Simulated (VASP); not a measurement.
# C (Fddd) in VASP: notebook, part 2 of 3

VASP 6.6.1.

## 3. Single point, LDA

INCAR

```
SYSTEM = C
  PREC = Accurate
  ENCUT = 520
  EDIFF = 1E-7
  ISMEAR = 0
  SIGMA = 0.05
  LREAL = .False.
  LASPH = .True.
  NELM = 60
  ALGO = Normal
  ISIF = 2
  LWAVE = .False.
  LCHARG = .False.
  NBANDS = 11
```

KPOINTS

```
regular mesh
0
Gamma
  12 12 12
  0 0 0
```

POSCAR

```
C
1.0
    0.0000000000      1.9445543299      1.6730671760
    1.6796888139      0.0000000000      1.6730671760
    1.6796888139      1.9445543299      0.0000000000
C
2
Direct
    0.5000000000      0.5000000000      0.5000000000
    0.7500000000      0.7500000000      0.7500000000
```

Potentials or basis: VASP PAW LDA potentials, release 64 (C).

The run is started by

```bash
cat potpaw_LDA.64/C/POTCAR > POTCAR
mpirun -np 1 vasp_std > vasp.out
```

OUTCAR:

```text
SYSTEM = C
   PREC = Accurate
   ENCUT = 520
   EDIFF = 1E-7
   ISMEAR = 0
   LREAL = .False.
   LASPH = .True.
   NELM = 60
   ISIF = 2

 ion  position               nearest neighbor table
   1  0.500  0.500  0.500-   2 1.53   2 1.53   2 1.53   2 1.53
   2  0.750  0.750  0.750-   1 1.53   1 1.53   1 1.53   1 1.53

  LATTYP: Found a face centered orthorhombic cell.
 ALAT       =     3.3461343520
 B/A-ratio  =     1.0039577836
 C/A-ratio  =     1.1622691293

  Lattice vectors:

 A1 = (   1.6796888139,   1.9445543299,   0.0000000000)
 A2 = (   0.0000000000,   1.9445543299,   1.6730671760)
 A3 = (   1.6796888139,   0.0000000000,   1.6730671760)

Analysis of symmetry for initial positions (statically):
=====================================================================
 Subroutine PRICEL returns:
 Original cell was already a primitive cell.

 Routine SETGRP: Setting up the symmetry group for a
 face centered orthorhombic supercell.

 Subroutine GETGRP returns: Found  8 space group operations
 (whereof  4 operations were pure point group operations)
 out of a pool of  8 trial point group operations.

The static configuration has the point symmetry D_2 .
 The point group associated with its full space group is D_2h.

Analysis of symmetry for dynamics (positions and initial velocities):
=====================================================================
 Subroutine PRICEL returns:
 Original cell was already a primitive cell.

 Routine SETGRP: Setting up the symmetry group for a
 face centered orthorhombic supercell.

 Subroutine GETGRP returns: Found  8 space group operations
 (whereof  4 operations were pure point group operations)
 out of a pool of  8 trial point group operations.

The dynamic configuration has the point symmetry D_2 .
 The point group associated with its full space group is D_2h.

 Subroutine INISYM returns: Found  8 space group operations
 (whereof  4 operations are pure point group operations),
 and found     1 'primitive' translations

----------------------------------------------------------------------------------------

                                     Primitive cell

  volume of cell :      10.9293

  direct lattice vectors                    reciprocal lattice vectors
     0.000000000  1.944554330  1.673067176    -0.297674186  0.257128326  0.298852316
     1.679688814  0.000000000  1.673067176     0.297674186 -0.257128326  0.298852316
     1.679688814  1.944554330  0.000000000     0.297674186  0.257128326 -0.298852316

  length of vectors
     2.565237868  2.370761120  2.569561452     0.494001623  0.494001623  0.494001623

  position of ions in fractional coordinates (direct lattice)
     0.500000000  0.500000000  0.500000000
     0.750000000  0.750000000  0.750000000

  ion indices of the primitive-cell ions
   primitive index   ion index
                 1           1
                 2           2

----------------------------------------------------------------------------------------

 KPOINTS: regular mesh

Automatic generation of k-mesh.
 Grid dimensions read from file:
 generate k-points for:   12   12   12

 Generating k-lattice:

  Cartesian coordinates                     Fractional coordinates (reciprocal lattice)
    -0.024806182  0.021427361  0.024904360     0.083333333 -0.000000000  0.000000000
     0.024806182 -0.021427361  0.024904360    -0.000000000  0.083333333  0.000000000
     0.024806182  0.021427361 -0.024904360     0.000000000  0.000000000  0.083333333

  Length of vectors
     0.041166802  0.041166802  0.041166802

  Shift w.r.t. Gamma in fractional coordinates (k-lattice)
     0.000000000  0.000000000  0.000000000

 Subroutine IBZKPT returns following result:
 ===========================================

 Found    280 irreducible k-points:

 Following reciprocal coordinates:
            Coordinates               Weight
  0.000000  0.000000  0.000000      1.000000
  0.083333  0.000000  0.000000      8.000000
  0.166667  0.000000  0.000000      8.000000
  0.250000 -0.000000  0.000000      8.000000
  0.333333  0.000000 -0.000000      8.000000
  0.416667 -0.000000 -0.000000      8.000000
[... 16 lines left out ...]
  0.500000  0.166667 -0.000000      8.000000
 -0.416667  0.166667 -0.000000      8.000000
 [... further k-points ...]
   k-points           NKPTS =    280   k-points in BZ     NKDIM =    280   number of bands    NBANDS=     11
   number of dos      NEDOS =    301   number of ions     NIONS =      2
   total plane-waves  NPLWV =   7200
   dimension x,y,z NGX =    20 NGY =   18 NGZ =   20
   dimension x,y,z NGXF=    40 NGYF=   36 NGZF=   40
   ions per type =               2
   NGX,Y,Z   is equivalent  to a cutoff of  12.96, 12.62, 12.94 a.u.
   NGXF,Y,Z  is equivalent  to a cutoff of  25.92, 25.24, 25.88 a.u.
 SYSTEM =  C
   PREC   = accura    normal or accurate (medium, high low for compatibility)
   ISTART =      0    job   : 0-new  1-cont  2-samecut
   ICHARG =      2    charge: 1-file 2-atom 10-const
   ISPIN  =      1    spin polarized calculation?
   LNONCOLLINEAR =      F non collinear calculations
   LSORBIT =      F    spin-orbit coupling
   LASPH  =      T    aspherical Exc in radial PAW
   ENCUT  =  520.0 eV  38.22 Ry    6.18 a.u.   4.77  4.41  4.78*2*pi/ulx,y,z
   NELM   =     60;   NELMIN=  2; NELMDL= -5     # of ELM steps
   EDIFF  = 0.1E-06   stopping-criterion for ELM
   LREAL  =      F    real-space projection
   EDIFFG = 0.1E-05   stopping-criterion for IOM
   NSW    =      0    number of steps for IOM
   IBRION =     -1    ionic relax: 0-MD 1-quasi-New 2-CG
   NFREE  =      0    steps in history (QN), initial steepest desc. (CG)
   ISIF   =      2    stress and relaxation
   ISYM   =      2    0-nonsym 1-usesym 2-fastsym
   POTIM  = 0.5000    time-step for ionic-motion
   TEBEG  =    0.0;   TEEND  =   0.0 temperature during run
   PSTRESS=    0.0 pullay stress
   NELECT =       8.0000    total number of electrons
   NUPDOWN=      -1.0000    fix difference up-down
   EMIN   =  10.00;   EMAX   =-10.00  energy-range for DOS
   EFERMI =   0.00;   METHOD = LEGACY
   ISMEAR =     0;   SIGMA  =   0.05  broadening in eV -4-tet -1-fermi 0-gaus
   EFERMI_NEDOS =   21; number of points for ismear=-14 and -15
   IALGO  =     38    algorithm
   IMIX   =      4    mixing-type and parameters
     AMIX     =   0.40;   BMIX     =  1.00
     AMIX_MAG =   1.60;   BMIX_MAG =  1.00
  volume/ion in A,a.u.               =       5.46        36.88
  Fermi-wavevector in a.u.,A,eV,Ry     =   1.475392  2.788086 29.616907  2.176781
  Thomas-Fermi vector in A             =   2.590047
   LORBIT       =      0    0 simple, 1 ext, 2 COOP (PROOUT), +10 PAW based schemes
   GGA     = CA    functional components
   LHFCALC =     F    Hartree Fock is set to
   AEXX    =    0.0000 exact exchange contribution
   IVDW    =     0    specifies the selected vdW correction
   LEPSILON=     F    determine dielectric tensor
   LRPA    =     F    only Hartree local field effects (RPA)
 non-spin polarized calculation
 Gauss-broadening in eV      SIGMA  =   0.05
  energy-cutoff  :      520.00
  volume of cell :       10.93
 maximum number of plane-waves:       320
   NGX =  9   NGY =  9   NGZ =  9

 number of electron       8.0000000 magnetization

 Free energy of the ion-electron system (eV)
  ---------------------------------------------------
  ext. energy  EPLUGINS =         0.00000000
  ---------------------------------------------------
  free energy    TOTEN  =       -19.71474922 eV

  energy without entropy =      -19.71474922  energy(sigma->0) =      -19.71474922

 E-fermi :  11.5619     XC(G=0): -13.7014

 val. band max:       11.2335008799   @ k =   0.0000   0.0000   0.0000
 cond. band min:      13.4817755025   @ k =   0.4167   0.4167   0.0000
 fundamental gap:      2.2482746227
 Fermi energy:        11.5619480026

 k-point     1 :       0.0000    0.0000    0.0000
  band No.  band energies     occupation
      1     -11.5119      2.00000
      2       8.5259      2.00000
      3      11.1920      2.00000
      4      11.2335      2.00000
      5      15.5415      0.00000
      6      15.5900      0.00000
      7      17.3827      0.00000
      8      24.0595      0.00000
      9      30.0605      0.00000
     10      32.2135      0.00000
     11      33.6202      0.00000
[... 309 lines left out ...]
 k-point    24 :      -0.4167    0.1667   -0.0000
  band No.  band energies     occupation
      1      -5.1291      2.00000
      2      -2.2391      2.00000
      3       4.8589      2.00000
      4       6.5993      2.00000
      5      16.6499      0.00000
      6      19.4543      0.00000
      7      24.0325      0.00000
      8      25.4736      0.00000
      9      29.3565      0.00000
     10      34.6627      0.00000
     11      35.9338      0.00000

 [... further k-points ...]
[... 5 lines left out ...]
  --------------------------------------------------------------------------------------
  -------------------------------------------------------------------------------------
  Total        4.0174943     -7.0219000      4.1961663      0.0000000      0.0000000      0.0000000
  in kB      588.9434051  -1029.3733826    615.1357763      0.0000000      0.0000000      0.0000000
  external PRESSURE =      58.2352663 kB  Pullay stress =       0.0000000 kB

 VOLUME and BASIS-vectors are now :
 -----------------------------------------------------------------------------
  energy-cutoff  :      520.00
  volume of cell :       10.93
      direct lattice vectors                 reciprocal lattice vectors
     0.000000000  1.944554330  1.673067176    -0.297674186  0.257128326  0.298852316
     1.679688814  0.000000000  1.673067176     0.297674186 -0.257128326  0.298852316
     1.679688814  1.944554330  0.000000000     0.297674186  0.257128326 -0.298852316

 POSITION                                       TOTAL-FORCE (eV/Angst)
 -----------------------------------------------------------------------------------
      1.67969      1.94455      1.67307         0.000000      0.000000      0.000000
      2.51953      2.91683      2.50960        -0.000000     -0.000000      0.000000
 -----------------------------------------------------------------------------------
    total drift:                                0.000000     -0.000000      0.000000

  FREE ENERGIE OF THE ION-ELECTRON SYSTEM (eV)
  ---------------------------------------------------
  free  energy   TOTEN  =       -19.7147492249 eV

  energy  without entropy=      -19.7147492249  energy(sigma->0) =      -19.71474922
```

OSZICAR:

```text
N       E                     dE             d eps       ncg     rms          rms(c)
DAV:   1    -0.885893412104E+00   -0.88589E+00   -0.48231E+03  6544   0.702E+02
DAV:   2    -0.202055655936E+02   -0.19320E+02   -0.18637E+02  7814   0.129E+02
DAV:   3    -0.205590954614E+02   -0.35353E+00   -0.35274E+00  7134   0.132E+01
DAV:   4    -0.205596880211E+02   -0.59256E-03   -0.59255E-03  6691   0.682E-01
DAV:   5    -0.205596888029E+02   -0.78180E-06   -0.78180E-06  7048   0.229E-02    0.587E+00
DAV:   6    -0.199324596541E+02    0.62723E+00   -0.33253E-01  6430   0.404E+00    0.340E+00
DAV:   7    -0.197148472506E+02    0.21761E+00   -0.39212E-01  6665   0.440E+00    0.750E-01
DAV:   8    -0.197147623450E+02    0.84906E-04   -0.94998E-03  6595   0.813E-01    0.289E-02
DAV:   9    -0.197147477065E+02    0.14639E-04   -0.35798E-05  6928   0.467E-02    0.199E-02
DAV:  10    -0.197147492722E+02   -0.15658E-05   -0.20495E-06  6718   0.120E-02    0.449E-03
DAV:  11    -0.197147492249E+02    0.47367E-07   -0.78704E-08  4442   0.214E-03
   1 F= -.19714749E+02 E0= -.19714749E+02  d E =-.296901E-23
```

Wall time 18 s (1 thread of Intel Xeon 6975P-C, shared host); peak memory 0.13 GiB.

What came out:

| Property | Result |
| --- | --- |
| Free energy | -19.7147 eV |
| Pressure | 5.8 GPa |
| Band gap on the k mesh | 2.25 eV, indirect (least direct gap 4.31 eV) |

Stress tensor (GPa, compression positive):
```
  58.89    0.00    0.00
   0.00 -102.94    0.00
   0.00    0.00   61.51
```

Caveat: the cell differs from its parent crystal (strain +e along x and -e along y -0.0750, strain +e along z and -e/2 along x and y -0.0525).

## 4. Single point, LDA

INCAR

```
ALGO     = Normal         # electronic algorithm
EDIFF    = 1E-6           # SCF threshold, eV
ENCUT    = 520            # plane-wave cutoff, eV
ISIF     = 2              # what is computed and relaxed
ISMEAR   = 0              # smearing method
LASPH    = True           # aspherical terms in the spheres
LCHARG   = False          # write CHGCAR
LREAL    = False          # projectors in reciprocal space
LWAVE    = False          # write WAVECAR
NBANDS   = 11             # bands
NELM     = 60             # most SCF steps
PREC     = Accurate       # precision mode
SIGMA    = 0.05           # smearing width, eV
```

KPOINTS

```
k-points
0
Gamma
  12 12 12
```

POSCAR

```
C
1.0
    0.0000000000      1.8827523762      1.7966710835
    1.6178868602      0.0000000000      1.7966710835
    1.6178868602      1.8827523762      0.0000000000
C
2
Direct
    0.5000000000      0.5000000000      0.5000000000
    0.7500000000      0.7500000000      0.7500000000
```

The run is started by

```bash
cat potpaw_LDA.64/C/POTCAR > POTCAR
mpirun -np 1 vasp_std > vasp.out
```

Wall time 17 s (1 thread of Intel Xeon 6975P-C, shared host); peak memory 0.13 GiB.

It converged, with:

* Free energy: -19.8715 eV
* Pressure: 4.7 GPa
* Band gap on the k mesh: 1.04 eV, indirect (least direct gap 3.61 eV)

Stress tensor (GPa, compression positive):
```
 76.78   0.00   0.00
  0.00 -59.57   0.00
  0.00   0.00  -3.08
```

Levels at points of the mesh, in eV from the valence-band top:
| k point | band 1 | band 2 | band 3 | band 4 | band 5 | band 6 | band 7 | band 8 |
| --- | --- | --- | --- | --- | --- | --- | --- | --- |
| (0.00, 0.00, 0.00) | -22.97 | -2.22 | -1.28 | 0.00 | 3.61 | 4.90 | 5.47 | 12.96 |
| (0.50, 0.00, 0.00) | -16.84 | -14.87 | -5.18 | -2.90 | 5.42 | 7.04 | 10.39 | 14.79 |
| (0.50, 0.50, 0.00) | -14.30 | -14.30 | -7.21 | -7.21 | 4.27 | 4.27 | 14.84 | 14.84 |
| (0.50, 0.00, 0.50) | -15.04 | -15.04 | -6.52 | -6.52 | 5.34 | 5.34 | 15.08 | 15.08 |
| (0.00, 0.50, 0.50) | -12.56 | -12.56 | -8.86 | -8.86 | 1.67 | 1.67 | 16.16 | 16.16 |

Caveat: the cell differs from its parent crystal (strain +e along x and -e along y -0.0750, strain +e along z and -e/2 along x and y +0.0175).

[end of part 2 of 3]
